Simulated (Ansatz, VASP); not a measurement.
One calculation of Ge, two programs

Contents of INCAR:

```
  PREC = Accurate
  ENCUT = 600
  EDIFF = 1E-7
  ISMEAR = 0
  SIGMA = 0.1
  LREAL = False
  LASPH = True
  NELM = 100
  ALGO = Normal
  ISIF = 3
  LWAVE = False
  LCHARG = False
  GGA = PE
  IBRION = 2
  NSW = 90
  EDIFFG = -0.04
```

The input KPOINTS:

```
regular mesh
0
Gamma
  8 8 4
```

POSCAR

```
Ge
1.0
    1.3396956300     -2.2760108000      0.0000000000
    1.3396956300      2.2760108000      0.0000000000
    0.0000000000      0.0000000000      3.9196112300
Ge
1
Direct
    0.5000000000      0.5000000000      0.0000000000
```

Input for Ansatz:

```yaml
crystal:
  lattice:
    - [1.33969563, -2.2760108, 0.0]
    - [1.33969563, 2.2760108, 0.0]
    - [0.0, 0.0, 3.91961123]
  atoms:
    - { symbol: Ge, position: [0.5, 0.5, 0.0] }
basis:
  ecutwfc: 420
kpoints:
  mp_grid: { grid: [8, 8, 4] }
hamiltonian:
  xc: pbe
scf:
  occupations: { method: gaussian, width: 0.1 }
  lower_state_search: "off"
output:
  forces: true
  stress: true
  eigenvalues: true
relax:
  adjacent_minimum: "off"
  f_tol: 0.04
  max_steps: 70
  cell: { stress_tol: 0.4 }
```

Alike in both runs: task relaxation of cell and atoms; functional PBE; k mesh 8 × 8 × 4; occupations gaussian, width 0.1 eV; no spin polarisation.

|  | VASP | Ansatz |
| --- | --- | --- |
| version | VASP 6.6.1 | Ansatz 0.2.0 |
| potentials or method | VASP PAW PBE potentials, release 64 (Ge_d), cutoff 600 eV | scalar-relativistic, plane waves, PAW |
| valence electrons in the cell | 14 | 14 |

Ansatz gave:

```
gap on the k mesh at the Fermi level, each at its own relaxed structure (eV) : none
relaxed volume (Å³/atom)                                                     : 19.82
relaxed cell length with the largest relative difference (Å)                 : 3.010
```

Problem. Estimate VASP's values.

Solution. gap on the k mesh at the Fermi level, each at its own relaxed structure (eV): none; relaxed volume (Å³/atom): 19.83; relaxed cell length with the largest relative difference (Å): 3.010.

A gap of «none» marks a metal or a gap that the smearing closes.

The k mesh is coarse, so the values compare programs but aren't converged. Noted on VASP's run: the volume moved by over 15 % at a fixed basis, so the end points are rough.
